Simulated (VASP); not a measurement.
# MgO (Fm-3m) in VASP: vibrations by perturbation theory with PBE

Aim: the vibrations by perturbation theory of MgO with PBE.

Program: VASP 6.6.1. These are calculated values, not measurements. Logs are shortened: lines on timing, memory, paths and dates and some standing lists are left out, and cuts for length are marked.

## Step 1: The cell of the first run

It takes space group Fm-3m (No. 225, cubic). The conventional cell has a = 4.254 Å, b = 4.254 Å, c = 4.254 Å, α = 90.00°, β = 90.00°, γ = 90.00°. Within 2.8 Å of Mg (site symmetry m-3m) lie 6 O at 2.13 Å. O (site symmetry m-3m) has 6 Mg at 2.13 Å within 2.8 Å.

## Step 2: Vibrations by perturbation theory, PBE

INCAR reads:

```
SYSTEM = MgO
PREC     = Accurate       ! precision mode
ENCUT    = 520            ! plane-wave cutoff, eV
EDIFF    = 1E-8           ! SCF threshold, eV
ISMEAR   = 0              ! smearing method
SIGMA    = 0.01           ! smearing width, eV
LREAL    = .FALSE.        ! projectors in reciprocal space
LASPH    = .TRUE.         ! aspherical terms in the spheres
NELM     = 80             ! most SCF steps
ALGO     = Normal         ! electronic algorithm
ISIF     = 2              ! what is computed and relaxed
LWAVE    = .FALSE.        ! write WAVECAR
LCHARG   = .TRUE.         ! write CHGCAR
GGA      = PE             ! functional
IBRION   = 8              ! ionic algorithm
NSW      = 1              ! ionic steps
LEPSILON = .TRUE.         ! dielectric tensor by DFPT
```

KPOINTS reads:

```
regular mesh
0
G
  8 8 8
  0 0 0
```

POSCAR reads:

```
MgO
1.0
    0.0000000000      2.1267948276      2.1267948276
    2.1267948276      0.0000000000      2.1267948276
    2.1267948276      2.1267948276      0.0000000000
Mg O
1 1
Direct
    0.0000000000      0.0000000000      0.0000000000
    0.5000000000      0.5000000000      0.5000000000
```

Potentials or basis: VASP PAW PBE potentials, release 64 (Mg, O).

Command:

```bash
> cat potpaw_PBE.64/Mg/POTCAR potpaw_PBE.64/O/POTCAR > POTCAR
> mpirun -np 1 vasp_std > vasp.out
```

OUTCAR:

```text
SYSTEM = MgO
   PREC = Accurate
   ENCUT = 520
   EDIFF = 1E-8
   ISMEAR = 0
   LREAL = .FALSE.
   LASPH = .TRUE.
   NELM = 80
   ISIF = 2
   GGA = PE
   IBRION = 8
   NSW = 1
   LEPSILON = .TRUE.

 ion  position               nearest neighbor table
   1  0.000  0.000  0.000-   2 2.13   2 2.13   2 2.13   2 2.13   2 2.13   2 2.13
   2  0.500  0.500  0.500-   1 2.13   1 2.13   1 2.13   1 2.13   1 2.13   1 2.13

  LATTYP: Found a face centered cubic cell.
 ALAT       =     4.2535896552

  Lattice vectors:

 A1 = (   0.0000000000,   2.1267948276,   2.1267948276)
 A2 = (   2.1267948276,   0.0000000000,   2.1267948276)
 A3 = (   2.1267948276,   2.1267948276,   0.0000000000)

Analysis of symmetry for initial positions (statically):
=====================================================================
 Subroutine PRICEL returns:
 Original cell was already a primitive cell.

 Routine SETGRP: Setting up the symmetry group for a
 face centered cubic supercell.

 Subroutine GETGRP returns: Found 48 space group operations
 (whereof 48 operations were pure point group operations)
 out of a pool of 48 trial point group operations.

The static configuration has the point symmetry O_h .

Analysis of symmetry for dynamics (positions and initial velocities):
=====================================================================
 Subroutine PRICEL returns:
 Original cell was already a primitive cell.

 Routine SETGRP: Setting up the symmetry group for a
 face centered cubic supercell.

 Subroutine GETGRP returns: Found 48 space group operations
 (whereof 48 operations were pure point group operations)
 out of a pool of 48 trial point group operations.

The dynamic configuration has the point symmetry O_h .

 Subroutine INISYM returns: Found 48 space group operations
 (whereof 48 operations are pure point group operations),
 and found     1 'primitive' translations

----------------------------------------------------------------------------------------

                                     Primitive cell

  volume of cell :      19.2401

  direct lattice vectors                    reciprocal lattice vectors
     0.000000000  2.126794828  2.126794828    -0.235095550  0.235095550  0.235095550
     2.126794828  0.000000000  2.126794828     0.235095550 -0.235095550  0.235095550
     2.126794828  2.126794828  0.000000000     0.235095550  0.235095550 -0.235095550

  length of vectors
     3.007742090  3.007742090  3.007742090     0.407197437  0.407197437  0.407197437

  position of ions in fractional coordinates (direct lattice)
     0.000000000  0.000000000  0.000000000
     0.500000000  0.500000000  0.500000000

  ion indices of the primitive-cell ions
   primitive index   ion index
                 1           1
                 2           2

----------------------------------------------------------------------------------------

 KPOINTS: regular mesh

Automatic generation of k-mesh.
 Grid dimensions read from file:
[... 416 lines left out ...]
 ------------------------------------------------------

 Free energy of the ion-electron system (eV)
  ---------------------------------------------------
  ---------------------------------------------------
  free energy    TOTEN  =        -0.12758166 eV

  energy without entropy =       -0.12758166

------------------------ aborting loop because EDIFF is reached ----------------------------------------

--------------------------------------- Ionic step        2  -------------------------------------------

------------------------ aborting loop because EDIFF is reached ----------------------------------------

--------------------------------------- Ionic step        3  -------------------------------------------

------------------------ aborting loop because EDIFF is reached ----------------------------------------

 PIEZOELECTRIC TENSOR FIELD DIRECTION 3  (e Angst)
 -----------------------------------------------------------------------------
    -0.00012  0.00000 -0.00000           ( -0.00001  0.00000 -0.00000)
     0.00000 -0.00012  0.00000           (  0.00000 -0.00001  0.00000)
    -0.00000 -0.00000 -0.00020           ( -0.00000  0.00000 -0.00001)

 PIEZOELECTRIC TENSOR FIELD DIRECTION 3  (C/m^2)
 -----------------------------------------------------------------------------
    -0.00010  0.00000 -0.00000
     0.00000 -0.00010  0.00000
    -0.00000 -0.00000 -0.00017

--------------------------------------- Ionic step        4  -------------------------------------------

------------------------ aborting loop because EDIFF is reached ----------------------------------------

[... ionic steps 5 to 6 ...]

--------------------------------------- Ionic step        7  -------------------------------------------

 Free energy of the ion-electron system (eV)
  ---------------------------------------------------
  ---------------------------------------------------
  free energy    TOTEN  =        -0.36011741 eV

  energy without entropy =       -0.36011741

------------------------ aborting loop because EDIFF is reached ----------------------------------------

 INTERNAL STRAIN TENSOR  FOR ION    2  DIRECTION 1   (eV/Angst):
 -----------------------------------------------------------------------------
    -0.00523  0.00000 -0.00000
     0.00000  0.00701 -0.00000
     0.00000 -0.00000  0.00701

 MACROSCOPIC STATIC DIELECTRIC TENSOR (including local field effects in DFT)
 ------------------------------------------------------
           3.173306     0.000000    -0.000000
           0.000000     3.173306    -0.000000
           0.000000     0.000000     3.173306
 ------------------------------------------------------

 PIEZOELECTRIC TENSOR (including local field effects)  for field in x, y, z        (e  Angst)
          XX          YY          ZZ          XY          YZ          ZX
  --------------------------------------------------------------------------------
  x     0.00000     0.00000     0.00000     0.00000     0.00000     0.00000
  y     0.00000     0.00000     0.00000     0.00000     0.00000     0.00000
  z     0.00000     0.00000     0.00000     0.00000     0.00000     0.00000

 PIEZOELECTRIC TENSOR (including local field effects)  for field in x, y, z        (C/m^2)
          XX          YY          ZZ          XY          YZ          ZX
  --------------------------------------------------------------------------------
  x     0.00000     0.00000     0.00000     0.00000     0.00000     0.00000
  y     0.00000     0.00000     0.00000     0.00000     0.00000     0.00000
  z     0.00000     0.00000     0.00000     0.00000     0.00000     0.00000

 BORN EFFECTIVE CHARGES (including local field effects) (in |e|, cummulative output)
 ---------------------------------------------------------------------------------
 ion    1
    1     1.98167    -0.00000     0.00000
    2     0.00000     1.98167     0.00000
    3     0.00000     0.00000     1.98167
 ion    2
    1    -1.98167     0.00000    -0.00000
    2    -0.00000    -1.98167    -0.00000
    3    -0.00000     0.00000    -1.98167

 INTERNAL STRAIN TENSOR FOR ION    2 for displacements in x,y,z  (eV/Angst):
          X           Y           Z          XY          YZ          ZX
  --------------------------------------------------------------------------------
  x     0.00000     0.00000     0.00000     0.00000     0.00000     0.00000
  y     0.00000     0.00000     0.00000     0.00000     0.00000     0.00000
  z     0.00000     0.00000     0.00000     0.00000     0.00000     0.00000

 SECOND DERIVATIVES (NOT SYMMETRIZED)
 ------------------------------------
               1X          1Y          1Z          2X          2Y          2Z
  1X    -4.794013    0.000000    0.000000    4.794013    0.000000    0.000000
  1Y     0.000000   -4.794013    0.000000    0.000000    4.794013    0.000000
  1Z     0.000000    0.000000   -4.794013    0.000000    0.000000    4.794013
  2X     4.812694    0.000000    0.000000   -4.812694    0.000000    0.000000
  2Y     0.000000    4.812694    0.000000    0.000000   -4.812694    0.000000
  2Z     0.000000    0.000000    4.812694    0.000000    0.000000   -4.812694

 Eigenvectors and eigenvalues of the dynamical matrix
 ----------------------------------------------------

   1 f  =   11.032701 THz    69.320502 2PiTHz  368.011280 cm-1    45.627563 meV
             X         Y         Z           dx          dy          dz
      0.000000  0.000000  0.000000     0.000000    0.629319    0.000000
      2.126795  2.126795  2.126795     0.000000   -0.777147    0.000000
[... 21 lines left out ...]
   6 f/i=    0.010492 THz     0.065926 2PiTHz    0.349990 cm-1     0.043393 meV
             X         Y         Z           dx          dy          dz
      0.000000  0.000000  0.000000     0.000000    0.000000    0.777147
      2.126795  2.126795  2.126795     0.000000    0.000000    0.629319

--------------------------------------------------------------------------------------------------------

 MACROSCOPIC STATIC DIELECTRIC TENSOR IONIC CONTRIBUTION
 ------------------------------------------------------
           7.689132     0.000000     0.000000
           0.000000     7.689132     0.000000
           0.000000     0.000000     7.689132
 ------------------------------------------------------

 ELASTIC MODULI CONTR FROM IONIC RELAXATION (kBar)
 Direction    XX          YY          ZZ          XY          YZ          ZX
 --------------------------------------------------------------------------------
 XX           0.0000      0.0000      0.0000      0.0000      0.0000      0.0000
 YY           0.0000      0.0000      0.0000      0.0000      0.0000      0.0000
 ZZ           0.0000      0.0000      0.0000      0.0000      0.0000      0.0000
 XY           0.0000      0.0000      0.0000      0.0000      0.0000      0.0000
 YZ           0.0000      0.0000      0.0000      0.0000      0.0000      0.0000
 ZX           0.0000      0.0000      0.0000      0.0000      0.0000      0.0000
 --------------------------------------------------------------------------------

 PIEZOELECTRIC TENSOR IONIC CONTR  for field in x, y, z        (C/m^2)
          XX          YY          ZZ          XY          YZ          ZX
  --------------------------------------------------------------------------------
  x     0.00000     0.00000     0.00000     0.00000     0.00000     0.00000
  y     0.00000     0.00000     0.00000     0.00000     0.00000     0.00000
  z     0.00000     0.00000     0.00000     0.00000     0.00000     0.00000
```

Run time: 54 s. Hardware: 1 thread of Intel Xeon 6975P-C (Granite Rapids), shared host; peak memory 0.16 GiB.

Results:

- Electronic dielectric tensor (diagonal): 3.17
- Born charges (mean of the diagonal): Mg +1.98; O -1.98 e
- Highest phonon frequency at Γ, LO-TO splitting left out: 368 cm⁻¹

Phonon frequencies in cm⁻¹ (negative: imaginary):
```csv
q point,frequencies
"(0.000, 0.000, 0.000)",0 0 0 368 368 368
```

Electronic dielectric tensor:
```
3.17 0.00 0.00
0.00 3.17 0.00
0.00 0.00 3.17
```

Born effective charge tensors (e):
atom 1, Mg
```
1.98 0.00 0.00
0.00 1.98 0.00
0.00 0.00 1.98
```
atom 2, O
```
-1.98  0.00  0.00
 0.00 -1.98  0.00
 0.00  0.00 -1.98
```
